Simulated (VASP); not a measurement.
**Fe: single point with PBEsol**

Fe:

```
Fe
1.0
     2.38958    0.00000    0.00000
     0.00000    2.38958    0.00000
     0.00000    0.00000    2.38958
Fe
1
Direct
  0.00000 0.00000 0.00000
```

This isn't the form of Fe at room conditions, which is bcc.

```json
{"Program": "VASP 6.6.1", "Task": "single point", "Functional": "PBEsol", "Potentials or basis": "VASP PAW PBE potentials, release 64 (Fe)", "Cutoff": "520 eV", "k mesh": "15 × 15 × 15", "Occupations": "fermi-dirac, width 0.05 eV", "Spin": "collinear spin, ferromagnetic start", "Starting moments": "[2.263] μB"}
```

```
Pressure                                              : -10.9 GPa
Net moment                                            : 2.39 μB per cell
Site moments                                          : Fe +2.37 μB
Valence electrons inside the program's atomic spheres : Fe 7.13
```

Levels at points of the mesh, in eV from the Fermi level:
Spin up:
```tsv
k point	band 2	band 3	band 4	band 5	band 6	band 7	band 8	band 9
(0.00, 0.00, 0.00)	-3.81	-3.81	-0.54	-0.54	-0.54	18.34	18.34	18.34
```
Spin down:
| k point | band 1 | band 2 | band 3 | band 4 | band 5 | band 6 |
| --- | --- | --- | --- | --- | --- | --- |
| (0.00, 0.00, 0.00) | -7.35 | -2.22 | -2.22 | 2.38 | 2.38 | 2.38 |

Run time: 16 s on 1 thread of Intel(R) Xeon(R) 6975P-C (Granite Rapids) (shared host), peak memory 0.14 GiB.

Caveat: the cell stands under tension; the PAW data sets were made with another functional, which shifts forces and pressure a little.
